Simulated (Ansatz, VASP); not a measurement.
# One calculation of Ti, two programs

The input POSCAR:

```
Ti
1.0
    4.5673748306      0.0000000000      0.0000000000
   -2.2836874153      3.9554626319      0.0000000000
    0.0000000000      0.0000000000      2.8262442700
Ti
3
Direct
    0.6666666667      0.3333333333      0.5000000000
    0.3333333333      0.6666666667      0.5000000000
    0.0000000000      0.0000000000      0.0000000000
```

The input INCAR.step1:

```
PREC = Accurate ; ENCUT = 520
ISMEAR = -1 ; SIGMA = 0.05
LREAL = False ; LASPH = True
NELM = 60 ; NBANDS = 25
GGA = PE ; ALGO = Normal
EDIFF = 1E-4 ; LWAVE = True
LCHARG = False
```

INCAR.step2

```
PREC = Accurate ; ENCUT = 520
EDIFF = 1E-6 ; ISMEAR = -1
SIGMA = 0.05 ; LREAL = False
LASPH = True ; NELM = 60
ALGO = Normal ; ISIF = 2
LWAVE = False ; LCHARG = False
METAGGA = R2SCAN ; LMIXTAU = True
NBANDS = 25 ; ISTART = 1
```

KPOINTS

```
Automatic mesh
0
Gamma
  7 7 9
```

File input.yaml:

```yaml
crystal:
  lattice:
    - [4.5673748306, 0.0, 0.0]
    - [-2.2836874153, 3.9554626319, 0.0]
    - [0.0, 0.0, 2.82624427]
  atoms:
    - { symbol: Ti, position: [0.6666666667, 0.3333333333, 0.5] }
    - { symbol: Ti, position: [0.3333333333, 0.6666666667, 0.5] }
    - { symbol: Ti, position: [0.0, 0.0, 0.0] }
hamiltonian:
  xc: r2scan
  pseudopotentials: { kind: paw }
kpoints:
  mp_grid: { grid: [7, 7, 9] }
  band_path:
    path:
      - [[0.0, 0.0, 0.0], [0.5, 0.0, 0.0], [0.3333333333, 0.3333333333, 0.0], [0.0, 0.0, 0.0], [0.0, 0.0, 0.5], [0.5, 0.0, 0.5], [0.3333333333, 0.3333333333, 0.5], [0.0, 0.0, 0.5]]
      - [[0.5, 0.0, 0.5], [0.5, 0.0, 0.0]]
      - [[0.3333333333, 0.3333333333, 0.0], [0.3333333333, 0.3333333333, 0.5]]
    npoints: 14
scf:
  occupations: { method: fermi_dirac, width: 0.05 }
  n_extra_bands: 7
output:
  forces: true
  stress: true
  eigenvalues: true
  fatbands: false
  write_density: true
  write_potential: true
  elf: true
  volumetric_format: npy
```

Alike in both runs: functional r2SCAN; k mesh 7 × 7 × 9; occupations fermi-dirac, width 0.05 eV; no spin polarisation.

|  | VASP | Ansatz |
| --- | --- | --- |
| version | VASP 6.6.1 | Ansatz 0.2.0 |
| potentials or method | VASP PAW PBE potentials, release 64 (Ti_sv) | Ansatz PAW |
| plane-wave cutoff (eV) | 520 | 500 |
| valence electrons in the cell | 36 | 36 |
| task | single point | band structure |

Ansatz gave:

```
gap on the k mesh at the Fermi level (eV)                     : none
pressure (GPa)                                                : -0.1
traceless stress, the component that is largest in VASP (GPa) : -0.07
```

**Question.** Estimate VASP's values.

**Answer.** gap on the k mesh at the Fermi level (eV): none; pressure (GPa): 0.3; traceless stress, the component that is largest in VASP (GPa): -0.11.

VASP's potentials were made for PBE, not for r2SCAN. A gap of «none» marks a metal or a gap that the smearing closes.
